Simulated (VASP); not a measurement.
# BAs (F-43m) in VASP: a series of runs

BAs is run at these levels: PBE+D4, LDA, RPBE; tasks: single point.

Everything below comes from runs of VASP 6.6.1. Logs are shortened: lines on timing, memory, paths and dates and some standing lists are left out, and cuts for length are marked.

### Step 1. The cell of the first run

Symmetry: F-43m, No. 216, cubic system. The conventional cell has a = 4.758 Å, b = 4.758 Å, c = 4.758 Å, α = 90.00°, β = 90.00°, γ = 90.00°. B (site symmetry -43m) has 4 As at 2.06 Å within 2.7 Å. As (site symmetry -43m) has 4 B at 2.06 Å within 2.7 Å.

### Step 2. Single point, PBE+D4

INCAR reads:

```
ALGO = Normal
EDIFF = 1E-6
ENCUT = 520
GGA = PE
ISIF = 2
ISMEAR = 0
IVDW = 13
LASPH = T
LCHARG = F
LREAL = F
LWAVE = F
NBANDS = 11
NELM = 60
PREC = Accurate
SIGMA = 0.01
```

KPOINTS reads:

```
k-points
0
Gamma
  8 8 8
```

POSCAR reads:

```
BAs
1.0
    0.0000000000      2.3790174572      2.3790174572
    2.3790174572      0.0000000000      2.3790174572
    2.3790174572      2.3790174572      0.0000000000
B As
1 1
Direct
    0.0000000000      0.0000000000      0.0000000000
    0.2500000000      0.2500000000      0.2500000000
```

Potentials or basis: VASP PAW PBE potentials, release 64 (B, As).

Launch:

```bash
cat potpaw_PBE.64/B/POTCAR potpaw_PBE.64/As/POTCAR > POTCAR
mpirun -np 1 vasp_std > vasp.out
```

OUTCAR:

```text
EDIFF = 1E-6
   ENCUT = 520
   GGA = PE
   ISIF = 2
   ISMEAR = 0
   IVDW = 13
   LASPH = T
   LREAL = F
   NELM = 60
   PREC = Accurate

 ion  position               nearest neighbor table
   1  0.000  0.000  0.000-   2 2.06   2 2.06   2 2.06   2 2.06
   2  0.250  0.250  0.250-   1 2.06   1 2.06   1 2.06   1 2.06

  LATTYP: Found a face centered cubic cell.
 ALAT       =     4.7580349144

  Lattice vectors:

 A1 = (   0.0000000000,   2.3790174572,   2.3790174572)
 A2 = (   2.3790174572,   0.0000000000,   2.3790174572)
 A3 = (   2.3790174572,   2.3790174572,   0.0000000000)

Analysis of symmetry for initial positions (statically):
=====================================================================
 Subroutine PRICEL returns:
 Original cell was already a primitive cell.

 Routine SETGRP: Setting up the symmetry group for a
 face centered cubic supercell.

 Subroutine GETGRP returns: Found 24 space group operations
 (whereof 24 operations were pure point group operations)
 out of a pool of 48 trial point group operations.

The static configuration has the point symmetry T_d .

Analysis of symmetry for dynamics (positions and initial velocities):
=====================================================================
 Subroutine PRICEL returns:
 Original cell was already a primitive cell.

 Routine SETGRP: Setting up the symmetry group for a
 face centered cubic supercell.

 Subroutine GETGRP returns: Found 24 space group operations
 (whereof 24 operations were pure point group operations)
 out of a pool of 48 trial point group operations.

The dynamic configuration has the point symmetry T_d .

 Subroutine INISYM returns: Found 24 space group operations
 (whereof 24 operations are pure point group operations),
 and found     1 'primitive' translations

----------------------------------------------------------------------------------------

                                     Primitive cell

  volume of cell :      26.9292

  direct lattice vectors                    reciprocal lattice vectors
     0.000000000  2.379017457  2.379017457    -0.210170799  0.210170799  0.210170799
     2.379017457  0.000000000  2.379017457     0.210170799 -0.210170799  0.210170799
     2.379017457  2.379017457  0.000000000     0.210170799  0.210170799 -0.210170799

  length of vectors
     3.364438753  3.364438753  3.364438753     0.364026502  0.364026502  0.364026502

  position of ions in fractional coordinates (direct lattice)
     0.000000000  0.000000000  0.000000000
     0.250000000  0.250000000  0.250000000

  ion indices of the primitive-cell ions
   primitive index   ion index
                 1           1
                 2           2

----------------------------------------------------------------------------------------

 KPOINTS: k-points

Automatic generation of k-mesh.
 Grid dimensions read from file:
 generate k-points for:    8    8    8

 Generating k-lattice:

  Cartesian coordinates                     Fractional coordinates (reciprocal lattice)
    -0.026271350  0.026271350  0.026271350     0.125000000  0.000000000  0.000000000
     0.026271350 -0.026271350  0.026271350     0.000000000  0.125000000  0.000000000
     0.026271350  0.026271350 -0.026271350     0.000000000  0.000000000  0.125000000

  Length of vectors
     0.045503313  0.045503313  0.045503313

  Shift w.r.t. Gamma in fractional coordinates (k-lattice)
     0.000000000  0.000000000  0.000000000

 Subroutine IBZKPT returns following result:
 ===========================================

 Found     29 irreducible k-points:

 Following reciprocal coordinates:
            Coordinates               Weight
  0.000000  0.000000  0.000000      1.000000
  0.125000  0.000000  0.000000      8.000000
  0.250000  0.000000  0.000000      8.000000
  0.375000  0.000000  0.000000      8.000000
  0.500000  0.000000  0.000000      4.000000
  0.125000  0.125000  0.000000      6.000000
[... 16 lines left out ...]
  0.500000  0.250000  0.125000     48.000000
 -0.375000  0.250000  0.125000     24.000000
 [... further k-points ...]
   k-points           NKPTS =     29   k-points in BZ     NKDIM =     29   number of bands    NBANDS=     11
   number of dos      NEDOS =    301   number of ions     NIONS =      2
   total plane-waves  NPLWV =  21952
   dimension x,y,z NGX =    28 NGY =   28 NGZ =   28
   dimension x,y,z NGXF=    56 NGYF=   56 NGZF=   56
   ions per type =               1   1
   NGX,Y,Z   is equivalent  to a cutoff of  13.84, 13.84, 13.84 a.u.
   NGXF,Y,Z  is equivalent  to a cutoff of  27.67, 27.67, 27.67 a.u.
 SYSTEM =  unknown system
   PREC   = accura    normal or accurate (medium, high low for compatibility)
   ISTART =      0    job   : 0-new  1-cont  2-samecut
   ICHARG =      2    charge: 1-file 2-atom 10-const
   ISPIN  =      1    spin polarized calculation?
   LNONCOLLINEAR =      F non collinear calculations
   LSORBIT =      F    spin-orbit coupling
   LASPH  =      T    aspherical Exc in radial PAW
   ENCUT  =  520.0 eV  38.22 Ry    6.18 a.u.   6.26  6.26  6.26*2*pi/ulx,y,z
   NELM   =     60;   NELMIN=  2; NELMDL= -5     # of ELM steps
   EDIFF  = 0.1E-05   stopping-criterion for ELM
   LREAL  =      F    real-space projection
   EDIFFG = 0.1E-04   stopping-criterion for IOM
   NSW    =      0    number of steps for IOM
   IBRION =     -1    ionic relax: 0-MD 1-quasi-New 2-CG
   NFREE  =      0    steps in history (QN), initial steepest desc. (CG)
   ISIF   =      2    stress and relaxation
   ISYM   =      2    0-nonsym 1-usesym 2-fastsym
   POTIM  = 0.5000    time-step for ionic-motion
   TEBEG  =    0.0;   TEEND  =   0.0 temperature during run
   PSTRESS=    0.0 pullay stress
   NELECT =       8.0000    total number of electrons
   NUPDOWN=      -1.0000    fix difference up-down
   EMIN   =  10.00;   EMAX   =-10.00  energy-range for DOS
   EFERMI =   0.00;   METHOD = LEGACY
   ISMEAR =     0;   SIGMA  =   0.01  broadening in eV -4-tet -1-fermi 0-gaus
   EFERMI_NEDOS =   21; number of points for ismear=-14 and -15
   IALGO  =     38    algorithm
   IMIX   =      4    mixing-type and parameters
     AMIX     =   0.40;   BMIX     =  1.00
     AMIX_MAG =   1.60;   BMIX_MAG =  1.00
  volume/ion in A,a.u.               =      13.46        90.86
  Fermi-wavevector in a.u.,A,eV,Ry     =   1.092355  2.064252 16.235013  1.193240
  Thomas-Fermi vector in A             =   2.228619
   LORBIT       =      0    0 simple, 1 ext, 2 COOP (PROOUT), +10 PAW based schemes
   GGA     = PE    functional components
   LHFCALC =     F    Hartree Fock is set to
   AEXX    =    0.0000 exact exchange contribution
   IVDW    =    13    specifies the selected vdW correction
   LEPSILON=     F    determine dielectric tensor
   LRPA    =     F    only Hartree local field effects (RPA)
 non-spin polarized calculation
 Gauss-broadening in eV      SIGMA  =   0.01
  energy-cutoff  :      520.00
  volume of cell :       26.93
 maximum number of plane-waves:       740
 NGX is ok and might be reduce to    28
   NGX = 13   NGY = 13   NGZ = 13

 number of electron       8.0000000 magnetization

 Free energy of the ion-electron system (eV)
  ---------------------------------------------------
  ext. energy  EPLUGINS =         0.00000000
  ---------------------------------------------------
  free energy    TOTEN  =       -11.39544475 eV

  energy without entropy =      -11.39544475  energy(sigma->0) =      -11.39544475

 E-fermi :   6.3884     XC(G=0): -10.6356

 val. band max:        6.2596298479   @ k =   0.0000   0.0000   0.0000
 cond. band min:       7.4367153890   @ k =   0.3750   0.3750   0.0000
 fundamental gap:      1.1770855412
 Fermi energy:         6.3884372453

 k-point     1 :       0.0000    0.0000    0.0000
  band No.  band energies     occupation
      1      -9.2514      2.00000
      2       6.2596      2.00000
      3       6.2596      2.00000
      4       6.2596      2.00000
      5       9.5508      0.00000
      6       9.5508      0.00000
      7       9.5508      0.00000
      8      11.0989      0.00000
      9      15.9006      0.00000
     10      19.2579      0.00000
     11      19.2579      0.00000

 k-point     2 :       0.1250    0.0000    0.0000
  band No.  band energies     occupation
      1      -8.9926      2.00000
      2       4.2832      2.00000
      3       5.8153      2.00000
      4       5.8153      2.00000
      5       9.7009      0.00000
      6      10.1350      0.00000
      7      10.1350      0.00000
      8      12.3370      0.00000
      9      16.8616      0.00000
     10      17.9049      0.00000
     11      17.9049      0.00000

 k-point     3 :       0.2500    0.0000    0.0000
  band No.  band energies     occupation
      1      -8.2383      2.00000
      2       1.2821      2.00000
      3       5.0964      2.00000
      4       5.0964      2.00000
      5       9.3886      0.00000
      6      10.9376      0.00000
      7      10.9376      0.00000
      8      14.2428      0.00000
      9      17.5191      0.00000
     10      17.5191      0.00000
     11      17.6200      0.00000

 k-point     4 :       0.3750    0.0000    0.0000
  band No.  band energies     occupation
      1      -7.1153      2.00000
      2      -1.3278      2.00000
      3       4.5919      2.00000
      4       4.5919      2.00000
      5       9.1172      0.00000
      6      11.1076      0.00000
      7      11.1076      0.00000
      8      15.1243      0.00000
      9      18.1675      0.00000
     10      19.0003      0.00000
     11      19.0003      0.00000
[... 239 lines left out ...]
 k-point    22 :       0.3750    0.2500    0.1250
  band No.  band energies     occupation
      1      -7.5782      2.00000
      2       1.0353      2.00000
      3       2.4958      2.00000
      4       4.2150      2.00000
      5       9.4996      0.00000
      6      11.5541      0.00000
      7      12.2151      0.00000
      8      13.5086      0.00000
      9      17.0577      0.00000
     10      19.6721      0.00000
     11      20.5804      0.00000

 k-point    23 :       0.5000    0.2500    0.1250
  band No.  band energies     occupation
      1      -6.4934      2.00000
      2      -0.9591      2.00000
      3       1.7734      2.00000
      4       3.4880      2.00000
      5      10.1288      0.00000
      6      11.3643      0.00000
      7      12.8325      0.00000
      8      14.3936      0.00000
      9      17.7388      0.00000
     10      19.6890      0.00000
     11      21.8754      0.00000

 k-point    24 :      -0.3750    0.2500    0.1250
  band No.  band energies     occupation
      1      -5.7541      2.00000
      2      -2.1074      2.00000
      3       1.6538      2.00000
      4       3.1461      2.00000
      5      10.2474      0.00000
      6      11.0544      0.00000
      7      13.7833      0.00000
      8      15.3580      0.00000
      9      16.6680      0.00000
     10      20.5258      0.00000
     11      21.5924      0.00000

 [... further k-points ...]

------------------------ aborting loop because EDIFF is reached ----------------------------------------

  DFT-D4 for vdW energy calculation

  Edisp (eV):   -0.76031

  FORCE on cell =-STRESS in cart. coord.  units (eV):
  Direction    XX          YY          ZZ          XY          YZ          ZX
  --------------------------------------------------------------------------------------
  -------------------------------------------------------------------------------------
  Total       0.11712     0.11712     0.11712     0.00000     0.00000    -0.00000
  in kB       6.96797     6.96797     6.96797     0.00000     0.00000    -0.00000
  external pressure =        6.97 kB  Pullay stress =        0.00 kB

 VOLUME and BASIS-vectors are now :
 -----------------------------------------------------------------------------
  energy-cutoff  :      520.00
  volume of cell :       26.93
      direct lattice vectors                 reciprocal lattice vectors
     0.000000000  2.379017457  2.379017457    -0.210170799  0.210170799  0.210170799
     2.379017457  0.000000000  2.379017457     0.210170799 -0.210170799  0.210170799
     2.379017457  2.379017457  0.000000000     0.210170799  0.210170799 -0.210170799

 POSITION                                       TOTAL-FORCE (eV/Angst)
 -----------------------------------------------------------------------------------
      0.00000      0.00000      0.00000         0.000000      0.000000      0.000000
      1.18951      1.18951      1.18951        -0.000000     -0.000000     -0.000000
 -----------------------------------------------------------------------------------
    total drift:                               -0.000000     -0.000000     -0.000000

  FREE ENERGIE OF THE ION-ELECTRON SYSTEM (eV)
  ---------------------------------------------------
  free  energy   TOTEN  =       -12.1557512285 eV

  energy  without entropy=      -12.1557512285  energy(sigma->0) =      -12.15575123
```

Run time: 18 s. Hardware: 1 thread of AMD EPYC 7R13, shared host; peak memory 0.13 GiB.

Results:

```yaml
Free_energy: -12.1558 eV
Pressure: 0.7 GPa
Band_gap_on_the_k_mesh: 1.18 eV, indirect (least direct gap 3.29 eV)
Dispersion_energy_per_atom: -0.380 eV
```

[end of part 1 of 2]
